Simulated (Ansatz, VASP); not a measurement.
# InSb3: VASP beside Ansatz

```xyz
4
Lattice="4.6694 -0.0561 -0.0561 -0.0561 4.6694 -0.0561 -0.0561 -0.0561 4.6694" Properties=species:S:1:pos:R:3 pbc="T T T"
In    0.0000    0.0000    0.0000
Sb    2.3067   -0.0561    2.3067
Sb   -0.0561    2.3067    2.3067
Sb    2.3067    2.3067   -0.0561
```

Change from the starting cell: equal engineering shear yz, xz and xy -0.0233, equal normal strain along x, y and z -0.0300.

Alike in both runs: task single point; functional PBE; k mesh 8 × 8 × 8; occupations gaussian, width 0.15 eV; no spin polarisation.

```csv
,VASP,Ansatz
version,VASP 6.6.1,Ansatz 0.2.0
potentials or method,"VASP PAW PBE potentials, release 64 (In_d, Sb), cutoff 520 eV","scalar-relativistic, plane waves, PAW"
valence electrons in the cell,28,58
```

|  | VASP | Ansatz | Ansatz less VASP |
| --- | --- | --- | --- |
| gap on the k mesh at the Fermi level (eV) | none | none | - |
| pressure (GPa) | 5.8 | 5.9 | +0.08 |
| traceless stress, the component that is largest in VASP (GPa) | 0.59 | 0.59 | -0.002 |

A gap of «none» marks a metal or a gap that the smearing closes. VASP's potentials hold 28 valence electrons a cell and Ansatz's 58, so a difference there can come from the potentials and not from the codes.

Spin-orbit coupling is off throughout.
